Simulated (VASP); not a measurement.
Input of a VASP 6.6.1 run:

INCAR

```
PREC = Accurate
ENCUT = 520
EDIFF = 1E-6
ISMEAR = 0
SIGMA = 0.05
LREAL = Auto
LASPH = True
NELM = 80
ALGO = Normal
ISIF = 2
LWAVE = False
LCHARG = False
GGA = PE
IVDW = 12
NBANDS = 48
NELECT = 70.0
```

KPOINTS

```
Automatic mesh
0
Gamma
  6 6 6
```

The input POSCAR:

```
Li3H4F8
1.0
    2.9954464521     -1.7294218155      4.3986576152
    0.0000000000      3.4588436310      4.3986576152
   -2.9954464521     -1.7294218155      4.3986576152
Li H F
3 4 8
Direct
    0.5307000186     -0.0325550277      0.4674449723
    0.0000000000      0.2500000000      0.7500000000
    0.4692999814      0.5325550277      0.0325550277
    0.5000000000      0.4752639518      0.5247360482
   -0.0123291806      0.5303942595      0.0303942595
    0.5000000000      0.0247360482     -0.0247360482
    0.0123291806     -0.0303942595      0.4696057405
    0.3882083793      0.4046710851      0.4496442182
    0.8430997819      0.4663756013      0.9663756013
    0.3882083793      0.9496442182      0.9046710851
    0.8877097789      0.9174032191      0.4174032191
    0.6117916207      0.5503557818      0.5953289149
    0.1122902211      0.5825967809      0.0825967809
    0.6117916207      0.0953289149      0.0503557818
    0.1569002181      0.0336243987      0.5336243987
```

Potentials or basis: VASP PAW PBE potentials, release 64 (Li_sv, H, F).

Command:

```bash
$ cat potpaw_PBE.64/Li_sv/POTCAR potpaw_PBE.64/H/POTCAR potpaw_PBE.64/F/POTCAR > POTCAR
$ mpirun -np 1 vasp_std > vasp.out
```

**Question.** What does it give for the largest force?

**Answer.** 0.125 eV/Å.

**Question.** Predict the dispersion energy per atom.

**Answer.** -0.073 eV.

Forces in eV/Å, atoms in the order of the input:
```
Li   0.015 -0.009  0.000
Li   0.000  0.000  0.000
Li  -0.015  0.009  0.000
H    0.003  0.004  0.000
H   -0.039  0.023 -0.117
H   -0.003 -0.004  0.000
H    0.039 -0.023  0.117
F   -0.004  0.001 -0.077
F   -0.008  0.004  0.041
F   -0.003  0.003 -0.077
F   -0.043  0.025 -0.098
F    0.003 -0.003  0.077
F    0.043 -0.025  0.098
F    0.004 -0.001  0.077
F    0.008 -0.004 -0.041
```

Caveat: the cell carries a net charge on a neutralising background, which shifts energy and pressure; the cell differs from its parent crystal (atoms taken out, then relaxed in part).
